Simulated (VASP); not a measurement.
# Pt (I4_1/amd) in VASP: single point with PBE

Aim: the single point of Pt with PBE.

All numbers are computed with VASP 6.6.1; they aren't measurements. Logs are shortened: lines on timing, memory, paths and dates and some standing lists are left out, and cuts for length are marked.

## (1) The cell of the first run

Symmetry: I4_1/amd, No. 141, tetragonal system. Conventional cell: a = 4.379 Å, b = 4.379 Å, c = 2.349 Å, α = 90.00°, β = 90.00°, γ = 90.00°. Pt (site symmetry -4m2) has 10 Pt at 2.27 to 2.81 Å within 3.0 Å.

## (2) Single point, PBE

Input file INCAR:

```
  PREC = Accurate
  ENCUT = 570
  EDIFF = 1E-6
  ISMEAR = -1
  SIGMA = 0.05
  LREAL = False
  LASPH = True
  NELM = 120
  ALGO = Normal
  ISIF = 2
  LWAVE = False
  LCHARG = True
  GGA = PE
  LELF = True
  LVHAR = True
  NBANDS = 25
  GGA_COMPAT = False
```

Input file KPOINTS:

```
Automatic mesh
0
Gamma
  18 18 18
```

Input file POSCAR:

```
Pt
1.0
   -2.1896247486      2.1896247486      1.1743257626
    2.1896247486     -2.1896247486      1.1743257626
    2.1896247486      2.1896247486     -1.1743257626
Pt
2
Direct
   -0.3750000000     -0.1250000000     -0.2500000000
    0.3750000000      0.1250000000      0.2500000000
```

Potentials or basis: VASP PAW PBE potentials, release 64 (Pt_sv_GW).

The run is started by

```console
$ cat potpaw_PBE.64/Pt_sv_GW/POTCAR > POTCAR
$ mpirun -np 1 vasp_std > vasp.out
```

OUTCAR:

```text
PREC = Accurate
   ENCUT = 570
   EDIFF = 1E-6
   ISMEAR = -1
   LREAL = False
   LASPH = True
   NELM = 120
   ISIF = 2
   GGA = PE

 ion  position               nearest neighbor table
   1  0.625  0.875  0.750-   2 2.27   2 2.27   2 2.27   2 2.27   2 2.81   2 2.81   2 2.81   2 2.81

   2  0.375  0.125  0.250-   1 2.27   1 2.27   1 2.27   1 2.27   1 2.81   1 2.81   1 2.81   1 2.81

  LATTYP: Found a body centered tetragonal cell.
 ALAT       =     4.3792494972
 C/A-ratio  =     0.5363137055

  Lattice vectors:

 A1 = (  -2.1896247486,   2.1896247486,   1.1743257626)
 A2 = (   2.1896247486,  -2.1896247486,   1.1743257626)
 A3 = (   2.1896247486,   2.1896247486,  -1.1743257626)

Analysis of symmetry for initial positions (statically):
=====================================================================
 Subroutine PRICEL returns:
 Original cell was already a primitive cell.

 Routine SETGRP: Setting up the symmetry group for a
 body centered tetragonal supercell.

 Subroutine GETGRP returns: Found 16 space group operations
 (whereof  4 operations were pure point group operations)
 out of a pool of 16 trial point group operations.

The static configuration has the point symmetry C_2h.
 The point group associated with its full space group is D_4h.

Analysis of symmetry for dynamics (positions and initial velocities):
=====================================================================
 Subroutine PRICEL returns:
 Original cell was already a primitive cell.

 Routine SETGRP: Setting up the symmetry group for a
 body centered tetragonal supercell.

 Subroutine GETGRP returns: Found 16 space group operations
 (whereof  4 operations were pure point group operations)
 out of a pool of 16 trial point group operations.

The dynamic configuration has the point symmetry C_2h.
 The point group associated with its full space group is D_4h.

 Subroutine INISYM returns: Found 16 space group operations
 (whereof  4 operations are pure point group operations),
 and found     1 'primitive' translations

----------------------------------------------------------------------------------------

                                     Primitive cell

  volume of cell :      22.5210

  direct lattice vectors                    reciprocal lattice vectors
    -2.189624749  2.189624749  1.174325763     0.000000000  0.228349629  0.425776233
     2.189624749 -2.189624749  1.174325763     0.228349629  0.000000000  0.425776233
     2.189624749  2.189624749 -1.174325763     0.228349629  0.228349629  0.000000000

  length of vectors
     3.311790162  3.311790162  3.311790162     0.483144858  0.483144858  0.322935143

  position of ions in fractional coordinates (direct lattice)
     0.625000000  0.875000000  0.750000000
     0.375000000  0.125000000  0.250000000

  ion indices of the primitive-cell ions
   primitive index   ion index
                 1           1
                 2           2

----------------------------------------------------------------------------------------

 KPOINTS: Automatic mesh

Automatic generation of k-mesh.
 Grid dimensions read from file:
 generate k-points for:   18   18   18

 Generating k-lattice:

  Cartesian coordinates                     Fractional coordinates (reciprocal lattice)
     0.000000000  0.012686091  0.023654235     0.055555556 -0.000000000  0.000000000
     0.012686091  0.000000000  0.023654235    -0.000000000  0.055555556  0.000000000
     0.012686091  0.012686091  0.000000000     0.000000000  0.000000000  0.055555556

  Length of vectors
     0.026841381  0.026841381  0.017940841

  Shift w.r.t. Gamma in fractional coordinates (k-lattice)
     0.000000000  0.000000000  0.000000000

 Subroutine IBZKPT returns following result:
 ===========================================

 Found    480 irreducible k-points:

 Following reciprocal coordinates:
            Coordinates               Weight
  0.000000  0.000000  0.000000      1.000000
  0.055556  0.000000 -0.000000      8.000000
  0.111111  0.000000 -0.000000      8.000000
  0.166667  0.000000  0.000000      8.000000
  0.222222 -0.000000  0.000000      8.000000
  0.277778  0.000000  0.000000      8.000000
[... 16 lines left out ...]
 -0.277778  0.055556 -0.000000     16.000000
 -0.222222  0.055556  0.000000     16.000000
 [... further k-points ...]
   k-points           NKPTS =    480   k-points in BZ     NKDIM =    480   number of bands    NBANDS=     25
   number of dos      NEDOS =    301   number of ions     NIONS =      2
   total plane-waves  NPLWV =  21952
   dimension x,y,z NGX =    28 NGY =   28 NGZ =   28
   dimension x,y,z NGXF=    56 NGYF=   56 NGZF=   56
   ions per type =               2
   NGX,Y,Z   is equivalent  to a cutoff of  14.06, 14.06, 14.06 a.u.
   NGXF,Y,Z  is equivalent  to a cutoff of  28.11, 28.11, 28.11 a.u.
 SYSTEM =  unknown system
   PREC   = accura    normal or accurate (medium, high low for compatibility)
   ISTART =      0    job   : 0-new  1-cont  2-samecut
   ICHARG =      2    charge: 1-file 2-atom 10-const
   ISPIN  =      1    spin polarized calculation?
   LNONCOLLINEAR =      F non collinear calculations
   LSORBIT =      F    spin-orbit coupling
   LASPH  =      T    aspherical Exc in radial PAW
   ENCUT  =  570.0 eV  41.89 Ry    6.47 a.u.   6.45  6.45  6.45*2*pi/ulx,y,z
   NELM   =    120;   NELMIN=  2; NELMDL= -5     # of ELM steps
   EDIFF  = 0.1E-05   stopping-criterion for ELM
   LREAL  =      F    real-space projection
   EDIFFG = 0.1E-04   stopping-criterion for IOM
   NSW    =      0    number of steps for IOM
   IBRION =     -1    ionic relax: 0-MD 1-quasi-New 2-CG
   NFREE  =      0    steps in history (QN), initial steepest desc. (CG)
   ISIF   =      2    stress and relaxation
   ISYM   =      2    0-nonsym 1-usesym 2-fastsym
   POTIM  = 0.5000    time-step for ionic-motion
   TEBEG  =    0.0;   TEEND  =   0.0 temperature during run
   PSTRESS=    0.0 pullay stress
   NELECT =      36.0000    total number of electrons
   NUPDOWN=      -1.0000    fix difference up-down
   EMIN   =  10.00;   EMAX   =-10.00  energy-range for DOS
   EFERMI =   0.00;   METHOD = LEGACY
   ISMEAR =    -1;   SIGMA  =   0.05  broadening in eV -4-tet -1-fermi 0-gaus
   EFERMI_NEDOS =   21; number of points for ismear=-14 and -15
   IALGO  =     38    algorithm
   IMIX   =      4    mixing-type and parameters
     AMIX     =   0.40;   BMIX     =  1.00
     AMIX_MAG =   1.60;   BMIX_MAG =  1.00
  volume/ion in A,a.u.               =      11.26        75.99
  Fermi-wavevector in a.u.,A,eV,Ry     =   1.914166  3.617250 49.852193  3.664033
  Thomas-Fermi vector in A             =   2.950148
   LORBIT       =      0    0 simple, 1 ext, 2 COOP (PROOUT), +10 PAW based schemes
   GGA     = PE    functional components
   LHFCALC =     F    Hartree Fock is set to
   AEXX    =    0.0000 exact exchange contribution
   IVDW    =     0    specifies the selected vdW correction
   LEPSILON=     F    determine dielectric tensor
   LRPA    =     F    only Hartree local field effects (RPA)
 non-spin polarized calculation
  energy-cutoff  :      570.00
  volume of cell :       22.52
 maximum number of plane-waves:       717
 NGX is ok and might be reduce to    28
   NGX = 13   NGY = 13   NGZ = 13

 number of electron      36.0000000 magnetization

 Free energy of the ion-electron system (eV)
  ---------------------------------------------------
  ext. energy  EPLUGINS =         0.00000000
  ---------------------------------------------------
  free energy    TOTEN  =        -5.26553160 eV

  energy without entropy =       -5.25496132  energy(sigma->0) =       -5.26024646

 E-fermi :  17.0075     XC(G=0): -15.9961

 val. band max:       17.0063132647   @ k =  -0.3889   0.4444   0.0556
 cond. band min:      17.0095122451   @ k =  -0.2778   0.2222   0.0000
 fundamental gap:      0.0031989805
 Fermi energy:        17.0074985845

 k-point     1 :       0.0000    0.0000    0.0000
  band No.  band energies     occupation
      1     -83.1376      2.00000
      2     -82.7896      2.00000
      3     -38.1327      2.00000
      4     -38.1327      2.00000
      5     -36.6067      2.00000
      6     -36.5847      2.00000
[... 17 lines left out ...]
     24      35.1161      0.00000
     25      36.2349      0.00000

 k-point     2 :       0.0556    0.0000   -0.0000
  band No.  band energies     occupation
      1     -83.1309      2.00000
      2     -82.7886      2.00000
      3     -38.1286      2.00000
      4     -38.1146      2.00000
      5     -36.6588      2.00000
      6     -36.6297      2.00000
[... 17 lines left out ...]
     24      35.0826      0.00000
     25      36.0849      0.00000

 k-point     3 :       0.1111    0.0000   -0.0000
  band No.  band energies     occupation
      1     -83.1153      2.00000
      2     -82.7861      2.00000
      3     -38.1173      2.00000
      4     -38.0632      2.00000
      5     -36.7926      2.00000
      6     -36.7582      2.00000
[... 17 lines left out ...]
     24      35.2931      0.00000
     25      35.6534      0.00000

 k-point     4 :       0.1667    0.0000    0.0000
  band No.  band energies     occupation
      1     -83.0910      2.00000
      2     -82.7826      2.00000
      3     -38.0999      2.00000
      4     -37.9860      2.00000
      5     -36.9919      2.00000
      6     -36.9408      2.00000
[... 17 lines left out ...]
     24      34.9899      0.00000
     25      36.7892      0.00000
[... 477 lines left out ...]
 k-point    22 :      -0.3333    0.0556   -0.0000
  band No.  band energies     occupation
      1     -83.0131      2.00000
      2     -82.7866      2.00000
      3     -38.0589      2.00000
      4     -37.7795      2.00000
      5     -37.5054      2.00000
      6     -37.2635      2.00000
[... 17 lines left out ...]
     24      33.8631      0.00000
     25      36.4894      0.00000

 k-point    23 :      -0.2778    0.0556   -0.0000
  band No.  band energies     occupation
      1     -83.0487      2.00000
      2     -82.7891      2.00000
      3     -38.0809      2.00000
      4     -37.8215      2.00000
      5     -37.2683      2.00000
      6     -37.1215      2.00000
[... 17 lines left out ...]
     24      34.0865      0.00000
     25      37.2041      0.00000

 k-point    24 :      -0.2222    0.0556    0.0000
  band No.  band energies     occupation
      1     -83.0813      2.00000
      2     -82.7919      2.00000
      3     -38.1006      2.00000
      4     -37.9148      2.00000
      5     -37.0336      2.00000
      6     -36.9311      2.00000
[... 17 lines left out ...]
     24      34.9640      0.00000
     25      36.7086      0.00000

 [... further k-points ...]

------------------------ aborting loop because EDIFF is reached ----------------------------------------

  FORCE on cell =-STRESS in cart. coord.  units (eV):
  Direction    XX          YY          ZZ          XY          YZ          ZX
  --------------------------------------------------------------------------------------
  -------------------------------------------------------------------------------------
  Total       36.3816148     36.3816148     36.3378530      0.0000000     -0.0000000      0.0000000
  in kB     2588.2402556   2588.2402556   2585.1269803      0.0000000     -0.0000000      0.0000000
  external PRESSURE =    2587.2024972 kB  Pullay stress =       0.0000000 kB

 VOLUME and BASIS-vectors are now :
 -----------------------------------------------------------------------------
  energy-cutoff  :      570.00
  volume of cell :       22.52
      direct lattice vectors                 reciprocal lattice vectors
    -2.189624749  2.189624749  1.174325763     0.000000000  0.228349629  0.425776233
     2.189624749 -2.189624749  1.174325763     0.228349629  0.000000000  0.425776233
     2.189624749  2.189624749 -1.174325763     0.228349629  0.228349629  0.000000000

 POSITION                                       TOTAL-FORCE (eV/Angst)
 -----------------------------------------------------------------------------------
      2.18962      1.09481      0.88074        -0.000000      0.000000      0.000000
      0.00000      1.09481      0.29358         0.000000     -0.000000     -0.000000
 -----------------------------------------------------------------------------------
    total drift:                               -0.000000      0.000000     -0.000000

  FREE ENERGIE OF THE ION-ELECTRON SYSTEM (eV)
  ---------------------------------------------------
  free  energy   TOTEN  =        -5.2655315989 eV

  energy  without entropy=       -5.2549613151  energy(sigma->0) =       -5.26024646
```

It took 2.8 min on 1 thread of Intel Xeon Platinum 8488C (Sapphire Rapids), shared host; peak memory 0.38 GiB.

Results:

```
Free energy            : -5.2655 eV
Pressure               : 258.7 GPa
Band gap on the k mesh : zero (bands 18 and 19 overlap by 3.51 eV)
```

Caveat: the cell stands under pressure; spin-orbit coupling is left out, which moves the levels of the heavy elements.
